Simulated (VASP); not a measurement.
# Ti (Im-3m) in VASP: a series of runs

Runs on Ti. Level: PBE. Tasks: single point.

Program: VASP 6.6.1. These are calculated values, not measurements. Logs are shortened: lines on timing, memory, paths and dates and some standing lists are left out, and cuts for length are marked.

## Step 1: The cell of the first run

It takes space group Im-3m (No. 229, cubic). Conventional cell: a = 3.255 Å, b = 3.255 Å, c = 3.255 Å, α = 90.00°, β = 90.00°, γ = 90.00°. Within 3.7 Å of Ti (site symmetry m-3m) lie 14 Ti at 2.82 to 3.26 Å.

## Step 2: Single point, PBE

The input, INCAR:

```
  ALGO = Normal
  EDIFF = 1E-7
  ENCUT = 520
  GGA = PE
  ISIF = 2
  ISMEAR = 0
  LASPH = T
  LCHARG = T
  LELF = T
  LREAL = F
  LVHAR = T
  LWAVE = F
  NBANDS = 19
  NELM = 80
  PREC = Accurate
  SIGMA = 0.15
```

The input, KPOINTS:

```
k-points
0
Gamma
  14 14 14
```

The input, POSCAR:

```
Ti
1.0
    0.0000000000     -3.2552372153      0.0000000000
   -3.2552372153      0.0000000000      0.0000000000
    0.0000000000      0.0000000000     -3.2552372153
Ti
2
Direct
    0.5000000000      0.5000000000      0.5000000000
    0.0000000000      0.0000000000      0.0000000000
```

Potentials or basis: VASP PAW PBE potentials, release 64 (Ti_sv).

Started as:

```sh
> cat potpaw_PBE.64/Ti_sv/POTCAR > POTCAR
> mpirun -np 1 vasp_std > vasp.out
```

OUTCAR:

```text
EDIFF = 1E-7
   ENCUT = 520
   GGA = PE
   ISIF = 2
   ISMEAR = 0
   LASPH = T
   LREAL = F
   NELM = 80
   PREC = Accurate

 ion  position               nearest neighbor table
   1  0.500  0.500  0.500-   2 2.82   2 2.82   2 2.82   2 2.82   2 2.82   2 2.82   2 2.82   2 2.82

   2  0.000  0.000  0.000-   1 2.82   1 2.82   1 2.82   1 2.82   1 2.82   1 2.82   1 2.82   1 2.82

  LATTYP: Found a simple cubic cell.
 ALAT       =     3.2552372153

  Lattice vectors:

 A1 = (   0.0000000000,  -3.2552372153,   0.0000000000)
 A2 = (  -3.2552372153,   0.0000000000,   0.0000000000)
 A3 = (   0.0000000000,   0.0000000000,  -3.2552372153)

Analysis of symmetry for initial positions (statically):
=====================================================================
 Subroutine PRICEL returns following result:

  LATTYP: Found a body centered cubic cell.
 ALAT       =     3.2552372153

  Lattice vectors:

 A1 = (  -1.6276186077,  -1.6276186077,   1.6276186077)
 A2 = (  -1.6276186077,   1.6276186077,  -1.6276186077)
 A3 = (   1.6276186077,  -1.6276186077,  -1.6276186077)

   2 primitive cells build up your supercell.

 Routine SETGRP: Setting up the symmetry group for a
 simple cubic supercell.

 Subroutine GETGRP returns: Found 48 space group operations
 (whereof 48 operations were pure point group operations)
 out of a pool of 48 trial point group operations.

The static configuration has the point symmetry O_h .

Analysis of symmetry for dynamics (positions and initial velocities):
=====================================================================
 Subroutine PRICEL returns following result:

  LATTYP: Found a body centered cubic cell.
 ALAT       =     3.2552372153

  Lattice vectors:

 A1 = (  -1.6276186077,  -1.6276186077,   1.6276186077)
 A2 = (  -1.6276186077,   1.6276186077,  -1.6276186077)
 A3 = (   1.6276186077,  -1.6276186077,  -1.6276186077)

   2 primitive cells build up your supercell.

 Routine SETGRP: Setting up the symmetry group for a
 simple cubic supercell.

 Subroutine GETGRP returns: Found 48 space group operations
 (whereof 48 operations were pure point group operations)
 out of a pool of 48 trial point group operations.

The dynamic configuration has the point symmetry O_h .

 Subroutine INISYM returns: Found 48 space group operations
 (whereof 48 operations are pure point group operations),
 and found     2 'primitive' translations

----------------------------------------------------------------------------------------

                                     Primitive cell

  volume of cell :      17.2472

  direct lattice vectors                    reciprocal lattice vectors
    -1.627618608 -1.627618608  1.627618608    -0.307197274 -0.307197274  0.000000000
    -1.627618608  1.627618608 -1.627618608    -0.307197274  0.000000000 -0.307197274
     1.627618608 -1.627618608 -1.627618608     0.000000000 -0.307197274 -0.307197274

  length of vectors
     2.819118124  2.819118124  2.819118124     0.434442552  0.434442552  0.434442552

  position of ions in fractional coordinates (direct lattice)
     0.000000000  0.000000000  0.000000000

  ion indices of the primitive-cell ions
   primitive index   ion index
                 1           1

----------------------------------------------------------------------------------------

 KPOINTS: k-points

Automatic generation of k-mesh.
 Grid dimensions read from file:
 generate k-points for:   14   14   14

 Generating k-lattice:

  Cartesian coordinates                     Fractional coordinates (reciprocal lattice)
     0.000000000 -0.021942662  0.000000000     0.071428571  0.000000000  0.000000000
    -0.021942662  0.000000000  0.000000000     0.000000000  0.071428571  0.000000000
     0.000000000  0.000000000 -0.021942662     0.000000000  0.000000000  0.071428571

  Length of vectors
     0.021942662  0.021942662  0.021942662

  Shift w.r.t. Gamma in fractional coordinates (k-lattice)
     0.000000000  0.000000000  0.000000000

 Subroutine IBZKPT returns following result:
 ===========================================

 Found    120 irreducible k-points:

 Following reciprocal coordinates:
            Coordinates               Weight
  0.000000  0.000000  0.000000      1.000000
  0.071429  0.000000  0.000000      6.000000
  0.142857  0.000000  0.000000      6.000000
  0.214286  0.000000  0.000000      6.000000
  0.285714  0.000000  0.000000      6.000000
  0.357143  0.000000  0.000000      6.000000
[... 16 lines left out ...]
  0.285714  0.214286  0.000000     24.000000
  0.357143  0.214286  0.000000     24.000000
 [... further k-points ...]
   k-points           NKPTS =    120   k-points in BZ     NKDIM =    120   number of bands    NBANDS=     19
   number of dos      NEDOS =    301   number of ions     NIONS =      2
   total plane-waves  NPLWV =  13824
   dimension x,y,z NGX =    24 NGY =   24 NGZ =   24
   dimension x,y,z NGXF=    48 NGYF=   48 NGZF=   48
   ions per type =               2
   NGX,Y,Z   is equivalent  to a cutoff of  12.26, 12.26, 12.26 a.u.
   NGXF,Y,Z  is equivalent  to a cutoff of  24.51, 24.51, 24.51 a.u.
 SYSTEM =  unknown system
   PREC   = accura    normal or accurate (medium, high low for compatibility)
   ISTART =      0    job   : 0-new  1-cont  2-samecut
   ICHARG =      2    charge: 1-file 2-atom 10-const
   ISPIN  =      1    spin polarized calculation?
   LNONCOLLINEAR =      F non collinear calculations
   LSORBIT =      F    spin-orbit coupling
   LASPH  =      T    aspherical Exc in radial PAW
   ENCUT  =  520.0 eV  38.22 Ry    6.18 a.u.   6.05  6.05  6.05*2*pi/ulx,y,z
   NELM   =     80;   NELMIN=  2; NELMDL= -5     # of ELM steps
   EDIFF  = 0.1E-06   stopping-criterion for ELM
   LREAL  =      F    real-space projection
   EDIFFG = 0.1E-05   stopping-criterion for IOM
   NSW    =      0    number of steps for IOM
   IBRION =     -1    ionic relax: 0-MD 1-quasi-New 2-CG
   NFREE  =      0    steps in history (QN), initial steepest desc. (CG)
   ISIF   =      2    stress and relaxation
   ISYM   =      2    0-nonsym 1-usesym 2-fastsym
   POTIM  = 0.5000    time-step for ionic-motion
   TEBEG  =    0.0;   TEEND  =   0.0 temperature during run
   PSTRESS=    0.0 pullay stress
   NELECT =      24.0000    total number of electrons
   NUPDOWN=      -1.0000    fix difference up-down
   EMIN   =  10.00;   EMAX   =-10.00  energy-range for DOS
   EFERMI =   0.00;   METHOD = LEGACY
   ISMEAR =     0;   SIGMA  =   0.15  broadening in eV -4-tet -1-fermi 0-gaus
   EFERMI_NEDOS =   21; number of points for ismear=-14 and -15
   IALGO  =     38    algorithm
   IMIX   =      4    mixing-type and parameters
     AMIX     =   0.40;   BMIX     =  1.00
     AMIX_MAG =   1.60;   BMIX_MAG =  1.00
  volume/ion in A,a.u.               =      17.25       116.39
  Fermi-wavevector in a.u.,A,eV,Ry     =   1.450650  2.741331 28.631897  2.104385
  Thomas-Fermi vector in A             =   2.568238
   LORBIT       =      0    0 simple, 1 ext, 2 COOP (PROOUT), +10 PAW based schemes
   GGA     = PE    functional components
   LHFCALC =     F    Hartree Fock is set to
   AEXX    =    0.0000 exact exchange contribution
   IVDW    =     0    specifies the selected vdW correction
   LEPSILON=     F    determine dielectric tensor
   LRPA    =     F    only Hartree local field effects (RPA)
 non-spin polarized calculation
 Gauss-broadening in eV      SIGMA  =   0.15
  energy-cutoff  :      520.00
  volume of cell :       34.49
 maximum number of plane-waves:       952
   NGX = 13   NGY = 13   NGZ = 13

 number of electron      24.0000012 magnetization

 Free energy of the ion-electron system (eV)
  ---------------------------------------------------
  ext. energy  EPLUGINS =         0.00000000
  ---------------------------------------------------
  free energy    TOTEN  =       -15.47498275 eV

  energy without entropy =      -15.42300187  energy(sigma->0) =      -15.44899231

 E-fermi :   8.1585     XC(G=0): -11.5267

 val. band max:        8.1552086215   @ k =   0.4286   0.3571   0.2143
 cond. band min:       8.1600649248   @ k =   0.4286   0.2143   0.0714
 fundamental gap:      0.0048563033
 Fermi energy:         8.1584992420

 k-point     1 :       0.0000    0.0000    0.0000
  band No.  band energies     occupation
      1     -48.3588      2.00000
      2     -48.1293      2.00000
      3     -24.6787      2.00000
      4     -24.6787      2.00000
      5     -24.6787      2.00000
      6     -24.2072      2.00000
[... 11 lines left out ...]
     18      12.1087      0.00000
     19      12.1087      0.00000

 k-point     2 :       0.0714    0.0000    0.0000
  band No.  band energies     occupation
      1     -48.3554      2.00000
      2     -48.1317      2.00000
      3     -24.6791      2.00000
      4     -24.6725      2.00000
      5     -24.6725      2.00000
      6     -24.2196      2.00000
[... 11 lines left out ...]
     18      11.9396      0.00000
     19      12.0662      0.00000

 k-point     3 :       0.1429    0.0000    0.0000
  band No.  band energies     occupation
      1     -48.3456      2.00000
      2     -48.1388      2.00000
      3     -24.6793      2.00000
      4     -24.6541      2.00000
      5     -24.6541      2.00000
      6     -24.2555      2.00000
[... 11 lines left out ...]
     18      11.5271      0.00000
     19      11.9417      0.00000

 k-point     4 :       0.2143    0.0000    0.0000
  band No.  band energies     occupation
      1     -48.3301      2.00000
      2     -48.1506      2.00000
      3     -24.6767      2.00000
      4     -24.6245      2.00000
      5     -24.6245      2.00000
      6     -24.3099      2.00000
[... 407 lines left out ...]
     18      10.9948      0.00000
     19      12.2436      0.00000

 k-point    23 :       0.2857    0.2143    0.0000
  band No.  band energies     occupation
      1     -48.2902      2.00000
      2     -48.1781      2.00000
      3     -24.7810      2.00000
      4     -24.5574      2.00000
      5     -24.5495      2.00000
      6     -24.4501      2.00000
[... 11 lines left out ...]
     18      11.1061      0.00000
     19      12.2164      0.00000

 k-point    24 :       0.3571    0.2143    0.0000
  band No.  band energies     occupation
      1     -48.2712      2.00000
      2     -48.1931      2.00000
      3     -24.7846      2.00000
      4     -24.6296      2.00000
      5     -24.5127      2.00000
      6     -24.3993      2.00000
[... 11 lines left out ...]
     18      11.2790      0.00000
     19      12.0743      0.00000

 [... further k-points ...]
[... 5 lines left out ...]
  --------------------------------------------------------------------------------------
  -------------------------------------------------------------------------------------
  Total       -0.0310081     -0.0310081     -0.0310081      0.0000000     -0.0000000     -0.0000000
  in kB       -1.4402511     -1.4402511     -1.4402511      0.0000000     -0.0000000     -0.0000000
  external PRESSURE =      -1.4402511 kB  Pullay stress =       0.0000000 kB

 VOLUME and BASIS-vectors are now :
 -----------------------------------------------------------------------------
  energy-cutoff  :      520.00
  volume of cell :       34.49
      direct lattice vectors                 reciprocal lattice vectors
     0.000000000 -3.255237215  0.000000000     0.000000000 -0.307197274  0.000000000
    -3.255237215  0.000000000  0.000000000    -0.307197274  0.000000000  0.000000000
     0.000000000  0.000000000 -3.255237215     0.000000000  0.000000000 -0.307197274

 POSITION                                       TOTAL-FORCE (eV/Angst)
 -----------------------------------------------------------------------------------
     -1.62762     -1.62762     -1.62762        -0.000000     -0.000000     -0.000000
      0.00000      0.00000      0.00000         0.000000      0.000000      0.000000
 -----------------------------------------------------------------------------------
    total drift:                               -0.000000     -0.000000      0.000000

  FREE ENERGIE OF THE ION-ELECTRON SYSTEM (eV)
  ---------------------------------------------------
  free  energy   TOTEN  =       -15.4749827475 eV

  energy  without entropy=      -15.4230018730  energy(sigma->0) =      -15.44899231
```

It took 27 s on 1 thread of Intel Xeon Platinum 8488C (Sapphire Rapids), shared host; peak memory 0.18 GiB.

Results:

```
Free energy            : -15.4750 eV
Pressure               : -0.1 GPa
Band gap on the k mesh : zero (band 12 reaches 9.16 eV, above the bottom of band 13 at 7.55 eV)
```

## Step 3: Single point, PBE

This run uses another cell than the first one: it holds 1 atom, not 2.

The input, INCAR:

```
ALGO     = Fast           # electronic algorithm
EDIFF    = 1E-6           # SCF threshold, eV
ENCUT    = 520            # plane-wave cutoff, eV
GGA      = PE             # functional
ISIF     = 2              # what is computed and relaxed
ISMEAR   = 0              # smearing method
LASPH    = T              # aspherical terms in the spheres
LCHARG   = F              # write CHGCAR
LREAL    = F              # projectors in reciprocal space
LWAVE    = F              # write WAVECAR
NBANDS   = 12             # bands
NELM     = 80             # most SCF steps
PREC     = Accurate       # precision mode
SIGMA    = 0.1            # smearing width, eV
```

The input, KPOINTS:

```
k-points
0
Gamma
  18 18 18
```

The input, POSCAR:

```
Ti
1.0
   -1.6276186077      1.6276186077      1.6276186077
    1.6276186077     -1.6276186077      1.6276186077
    1.6276186077      1.6276186077     -1.6276186077
Ti
1
Direct
    0.0000000000      0.0000000000      0.0000000000
```

Potentials or basis: VASP PAW PBE potentials, release 64 (Ti_sv).

Started as:

```sh
> cat potpaw_PBE.64/Ti_sv/POTCAR > POTCAR
> mpirun -np 1 vasp_std > vasp.out
```

Run time: 36 s. Hardware: 1 thread of Intel Xeon Platinum 8488C (Sapphire Rapids), shared host; peak memory 0.16 GiB.

Results (log left out):

- Free energy: -7.7306 eV
- Pressure: -0.2 GPa
- Band gap on the k mesh: zero (band 6 reaches 9.15 eV, above the bottom of band 7 at 7.56 eV)

Levels at points of the mesh, in eV from the Fermi level:
```csv
k point,band 2,band 3,band 4,band 5,band 6,band 7,band 8,band 9,band 10,band 11
"(0.00, 0.00, 0.00)",-32.37,-32.37,-32.37,-5.97,0.99,0.99,0.99,2.76,2.76,17.46
"(0.50, 0.00, 0.00)",-33.06,-32.58,-32.37,-2.47,-0.40,1.16,2.75,3.11,4.30,8.84
"(0.50, 0.50, 0.50)",-32.84,-32.84,-32.84,-2.13,-2.13,3.95,3.95,3.95,8.43,8.43
```
